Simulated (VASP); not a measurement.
# MgS (F-43m) in VASP: a series of runs

Runs on MgS. Level: LDA. Tasks: vibrations by perturbation theory.

All numbers are computed with VASP 6.6.1; they aren't measurements. Logs are shortened: lines on timing, memory, paths and dates and some standing lists are left out, and cuts for length are marked.

## (1) The cell of the first run

The structure is cubic, space group F-43m (No. 216). The conventional cell has a = 5.609 Å, b = 5.609 Å, c = 5.609 Å, α = 90.00°, β = 90.00°, γ = 90.00°. Within 3.2 Å of Mg (site symmetry -43m) lie 4 S at 2.43 Å. S (site symmetry -43m) has 4 Mg at 2.43 Å within 3.2 Å.

## (2) Vibrations by perturbation theory, LDA

Input file INCAR:

```
SYSTEM = MgS
PREC     = Accurate       ! precision mode
ENCUT    = 600            ! plane-wave cutoff, eV
EDIFF    = 1E-8           ! SCF threshold, eV
ISMEAR   = 0              ! smearing method
SIGMA    = 0.01           ! smearing width, eV
LREAL    = .False.        ! projectors in reciprocal space
LASPH    = .True.         ! aspherical terms in the spheres
NELM     = 120            ! most SCF steps
ALGO     = Normal         ! electronic algorithm
ISIF     = 2              ! what is computed and relaxed
LWAVE    = .False.        ! write WAVECAR
LCHARG   = .True.         ! write CHGCAR
GGA      = CA             ! functional
NBANDS   = 11             ! bands
IBRION   = 8              ! ionic algorithm
NSW      = 1              ! ionic steps
GGA_COMPAT= .False.
```

Input file KPOINTS:

```
regular mesh
0
Gamma
  5 5 5
  0 0 0
```

Input file POSCAR:

```
MgS
1.0
    0.0000000000      2.8045006696      2.8045006696
    2.8045006696      0.0000000000      2.8045006696
    2.8045006696      2.8045006696      0.0000000000
Mg S
1 1
Direct
    0.0000000000      0.0000000000      0.0000000000
    0.7500000000      0.7500000000      0.7500000000
```

Potentials or basis: VASP PAW LDA potentials, release 64 (Mg, S).

Launch:

```bash
$ cat potpaw_LDA.64/Mg/POTCAR potpaw_LDA.64/S/POTCAR > POTCAR
$ mpirun -np 1 vasp_std > vasp.out
```

OUTCAR:

```text
SYSTEM = MgS
   PREC = Accurate
   ENCUT = 600
   EDIFF = 1E-8
   ISMEAR = 0
   LREAL = .False.
   LASPH = .True.
   NELM = 120
   ISIF = 2
   GGA = CA
   IBRION = 8
   NSW = 1

 ion  position               nearest neighbor table
   1  0.000  0.000  0.000-   2 2.43   2 2.43   2 2.43   2 2.43
   2  0.750  0.750  0.750-   1 2.43   1 2.43   1 2.43   1 2.43

  LATTYP: Found a face centered cubic cell.
 ALAT       =     5.6090013392

  Lattice vectors:

 A1 = (   0.0000000000,   2.8045006696,   2.8045006696)
 A2 = (   2.8045006696,   0.0000000000,   2.8045006696)
 A3 = (   2.8045006696,   2.8045006696,   0.0000000000)

Analysis of symmetry for initial positions (statically):
=====================================================================
 Subroutine PRICEL returns:
 Original cell was already a primitive cell.

 Routine SETGRP: Setting up the symmetry group for a
 face centered cubic supercell.

 Subroutine GETGRP returns: Found 24 space group operations
 (whereof 24 operations were pure point group operations)
 out of a pool of 48 trial point group operations.

The static configuration has the point symmetry T_d .

Analysis of symmetry for dynamics (positions and initial velocities):
=====================================================================
 Subroutine PRICEL returns:
 Original cell was already a primitive cell.

 Routine SETGRP: Setting up the symmetry group for a
 face centered cubic supercell.

 Subroutine GETGRP returns: Found 24 space group operations
 (whereof 24 operations were pure point group operations)
 out of a pool of 48 trial point group operations.

The dynamic configuration has the point symmetry T_d .

 Subroutine INISYM returns: Found 24 space group operations
 (whereof 24 operations are pure point group operations),
 and found     1 'primitive' translations

----------------------------------------------------------------------------------------

                                     Primitive cell

  volume of cell :      44.1161

  direct lattice vectors                    reciprocal lattice vectors
     0.000000000  2.804500670  2.804500670    -0.178284857  0.178284857  0.178284857
     2.804500670  0.000000000  2.804500670     0.178284857 -0.178284857  0.178284857
     2.804500670  2.804500670  0.000000000     0.178284857  0.178284857 -0.178284857

  length of vectors
     3.966162883  3.966162883  3.966162883     0.308798430  0.308798430  0.308798430

  position of ions in fractional coordinates (direct lattice)
     0.000000000  0.000000000  0.000000000
     0.750000000  0.750000000  0.750000000

  ion indices of the primitive-cell ions
   primitive index   ion index
                 1           1
                 2           2

----------------------------------------------------------------------------------------

 KPOINTS: regular mesh

Automatic generation of k-mesh.
 Grid dimensions read from file:
 generate k-points for:    5    5    5

 Generating k-lattice:

  Cartesian coordinates                     Fractional coordinates (reciprocal lattice)
    -0.035656971  0.035656971  0.035656971     0.200000000  0.000000000  0.000000000
     0.035656971 -0.035656971  0.035656971     0.000000000  0.200000000  0.000000000
     0.035656971  0.035656971 -0.035656971     0.000000000  0.000000000  0.200000000

  Length of vectors
     0.061759686  0.061759686  0.061759686

  Shift w.r.t. Gamma in fractional coordinates (k-lattice)
     0.000000000  0.000000000  0.000000000

 Subroutine IBZKPT returns following result:
 ===========================================

 Found     10 irreducible k-points:

 Following reciprocal coordinates:
            Coordinates               Weight
  0.000000  0.000000  0.000000      1.000000
  0.200000  0.000000  0.000000      8.000000
  0.400000  0.000000  0.000000      8.000000
  0.200000  0.200000  0.000000      6.000000
  0.400000  0.200000  0.000000     24.000000
 -0.400000  0.200000  0.000000     24.000000
 -0.200000  0.200000  0.000000     12.000000
  0.400000  0.400000  0.000000      6.000000
 -0.400000  0.400000  0.000000     12.000000
 -0.400000  0.400000  0.200000     24.000000
   k-points           NKPTS =     10   k-points in BZ     NKDIM =     10   number of bands    NBANDS=     11
[... 23 lines left out ...]
   ISIF   =      2    stress and relaxation
   ISYM   =      2    0-nonsym 1-usesym 2-fastsym
   POTIM  = 0.5000    time-step for ionic-motion
   TEBEG  =    0.0;   TEEND  =   0.0 temperature during run
   PSTRESS=    0.0 pullay stress
   NELECT =       8.0000    total number of electrons
   NUPDOWN=      -1.0000    fix difference up-down
   EMIN   =  10.00;   EMAX   =-10.00  energy-range for DOS
   EFERMI =   0.00;   METHOD = LEGACY
   ISMEAR =     0;   SIGMA  =   0.01  broadening in eV -4-tet -1-fermi 0-gaus
   EFERMI_NEDOS =   21; number of points for ismear=-14 and -15
   IALGO  =     38    algorithm
   IMIX   =      4    mixing-type and parameters
     AMIX     =   0.40;   BMIX     =  1.00
     AMIX_MAG =   1.60;   BMIX_MAG =  1.00
  volume/ion in A,a.u.               =      22.06       148.85
  Fermi-wavevector in a.u.,A,eV,Ry     =   0.926629  1.751075 11.682527  0.858642
  Thomas-Fermi vector in A             =   2.052612
   LORBIT       =      0    0 simple, 1 ext, 2 COOP (PROOUT), +10 PAW based schemes
   GGA     = CA    functional components
   LHFCALC =     F    Hartree Fock is set to
   AEXX    =    0.0000 exact exchange contribution
   IVDW    =     0    specifies the selected vdW correction
   LEPSILON=     F    determine dielectric tensor
   LRPA    =     F    only Hartree local field effects (RPA)
 non-spin polarized calculation
 Gauss-broadening in eV      SIGMA  =   0.01
  energy-cutoff  :      600.00
  volume of cell :       44.12
 maximum number of plane-waves:      1480
   NGX = 15   NGY = 15   NGZ = 15

--------------------------------------- Ionic step        1  -------------------------------------------

 number of electron       7.9999999 magnetization

 Free energy of the ion-electron system (eV)
  ---------------------------------------------------
  ext. energy  EPLUGINS =         0.00000000
  ---------------------------------------------------
  free energy    TOTEN  =        -9.38932699 eV

  energy without entropy =       -9.38932699  energy(sigma->0) =       -9.38932699

 E-fermi :   1.1938     XC(G=0):  -8.8679

 val. band max:        1.0770086221   @ k =   0.0000   0.0000   0.0000
 cond. band min:       4.4108240008   @ k =   0.0000   0.0000   0.0000
 fundamental gap:      3.3338153787
 Fermi energy:         1.1938063680

 k-point     1 :       0.0000    0.0000    0.0000
  band No.  band energies     occupation
      1     -10.2561      2.00000
      2       1.0770      2.00000
      3       1.0770      2.00000
      4       1.0770      2.00000
      5       4.4108      0.00000
      6       8.9135      0.00000
      7       8.9135      0.00000
      8       8.9135      0.00000
      9      11.8748      0.00000
     10      11.8748      0.00000
     11      14.6610      0.00000
[... 114 lines left out ...]
  band No.  band energies     occupation
      1      -9.3295      2.00000
      2      -1.5202      2.00000
      3      -0.6661      2.00000
      4       0.0103      2.00000
      5       6.4489      0.00000
      6       8.3562      0.00000
      7       8.7079      0.00000
      8      10.8457      0.00000
      9      12.6095      0.00000
     10      13.8255      0.00000
     11      16.3227      0.00000

------------------------ aborting loop because EDIFF is reached ----------------------------------------

  FORCE on cell =-STRESS in cart. coord.  units (eV):
  Direction    XX          YY          ZZ          XY          YZ          ZX
  --------------------------------------------------------------------------------------
  -------------------------------------------------------------------------------------
  Total       -0.2157399     -0.2157399     -0.2157399     -0.0000000     -0.0000000      0.0000000
  in kB       -7.8350965     -7.8350965     -7.8350965     -0.0000000     -0.0000000      0.0000000
  external PRESSURE =      -7.8350965 kB  Pullay stress =       0.0000000 kB

 VOLUME and BASIS-vectors are now :
 -----------------------------------------------------------------------------
  energy-cutoff  :      600.00
  volume of cell :       44.12
      direct lattice vectors                 reciprocal lattice vectors
     0.000000000  2.804500670  2.804500670    -0.178284857  0.178284857  0.178284857
     2.804500670  0.000000000  2.804500670     0.178284857 -0.178284857  0.178284857
     2.804500670  2.804500670  0.000000000     0.178284857  0.178284857 -0.178284857

 POSITION                                       TOTAL-FORCE (eV/Angst)
 -----------------------------------------------------------------------------------
      0.00000      0.00000      0.00000        -0.000000     -0.000000     -0.000000
      4.20675      4.20675      4.20675         0.000000      0.000000      0.000000
 -----------------------------------------------------------------------------------
    total drift:                                0.000000      0.000000     -0.000000

  FREE ENERGIE OF THE ION-ELECTRON SYSTEM (eV)
  ---------------------------------------------------
  free  energy   TOTEN  =        -9.3893269857 eV

  energy  without entropy=       -9.3893269857  energy(sigma->0) =       -9.38932699

[... ionic steps 2 to 3 ...]

--------------------------------------- Ionic step        4  -------------------------------------------

------------------------ aborting loop because EDIFF is reached ----------------------------------------

[... ionic steps 5 to 6 ...]

--------------------------------------- Ionic step        7  -------------------------------------------

 Free energy of the ion-electron system (eV)
  ---------------------------------------------------
  ---------------------------------------------------
  free energy    TOTEN  =        -0.10829890 eV

  energy without entropy =       -0.10829890

------------------------ aborting loop because EDIFF is reached ----------------------------------------

 INTERNAL STRAIN TENSOR  FOR ION    2  DIRECTION 1   (eV/Angst):
 -----------------------------------------------------------------------------
    -0.00524  0.00000  0.00000
     0.00000  0.00473  6.41614
     0.00000  6.41614  0.00473

 INTERNAL STRAIN TENSOR FOR ION    2 for displacements in x,y,z  (eV/Angst):
          X           Y           Z          XY          YZ          ZX
  --------------------------------------------------------------------------------
  x     0.00000     0.00000     0.00000     0.00000     6.41614     0.00000
  y    -0.00000     0.00000    -0.00000     0.00000     0.00000     6.41614
  z     0.00000     0.00000     0.00000     6.41614     0.00000     0.00000

 SECOND DERIVATIVES (NOT SYMMETRIZED)
 ------------------------------------
               1X          1Y          1Z          2X          2Y          2Z
  1X    -5.866444    0.000000    0.000000    5.866444    0.000000    0.000000
  1Y     0.000000   -5.866444    0.000000    0.000000    5.866444    0.000000
  1Z     0.000000    0.000000   -5.866444    0.000000    0.000000    5.866444
  2X     5.862312    0.000000    0.000000   -5.862312    0.000000    0.000000
  2Y     0.000000    5.862312    0.000000    0.000000   -5.862312    0.000000
  2Z     0.000000    0.000000    5.862312    0.000000    0.000000   -5.862312

 Eigenvectors and eigenvalues of the dynamical matrix
 ----------------------------------------------------

   1 f  =   10.181925 THz    63.974923 2PiTHz  339.632468 cm-1    42.109040 meV
             X         Y         Z           dx          dy          dz
      0.000000  0.000000  0.000000     0.000000    0.754328    0.000000
      4.206751  4.206751  4.206751     0.000000   -0.656497    0.000000
[... 21 lines left out ...]
   6 f/i=    0.001776 THz     0.011160 2PiTHz    0.059244 cm-1     0.007345 meV
             X         Y         Z           dx          dy          dz
      0.000000  0.000000  0.000000     0.000000    0.000000   -0.656497
      4.206751  4.206751  4.206751     0.000000    0.000000   -0.754328

--------------------------------------------------------------------------------------------------------

 ELASTIC MODULI CONTR FROM IONIC RELAXATION (kBar)
 Direction    XX          YY          ZZ          XY          YZ          ZX
 --------------------------------------------------------------------------------
 XX          -0.0000     -0.0000     -0.0000     -0.0000     -0.0000      0.0000
 YY          -0.0000     -0.0000     -0.0000     -0.0000     -0.0000     -0.0000
 ZZ          -0.0000     -0.0000     -0.0000      0.0000     -0.0000      0.0000
 XY          -0.0000     -0.0000      0.0000   -252.2000     -0.0000      0.0000
 YZ          -0.0000     -0.0000     -0.0000     -0.0000   -252.2000     -0.0000
 ZX           0.0000     -0.0000      0.0000      0.0000     -0.0000   -252.2000
 --------------------------------------------------------------------------------
```

Wall time 34 s (1 thread of Intel Xeon Platinum 8375C at 2.90GHz (Ice Lake), shared host); peak memory 0.2 GiB.

What came out:

```
Highest phonon frequency at Γ, LO-TO splitting left out : 340 cm⁻¹
```

Phonon frequencies in cm⁻¹ (negative: imaginary):
```
              q point        frequencies
(0.000, 0.000, 0.000)  0 0 0 340 340 340
```

Caveat: the k points lie up to 0.39 Å⁻¹ apart.

[end of part 1 of 2]
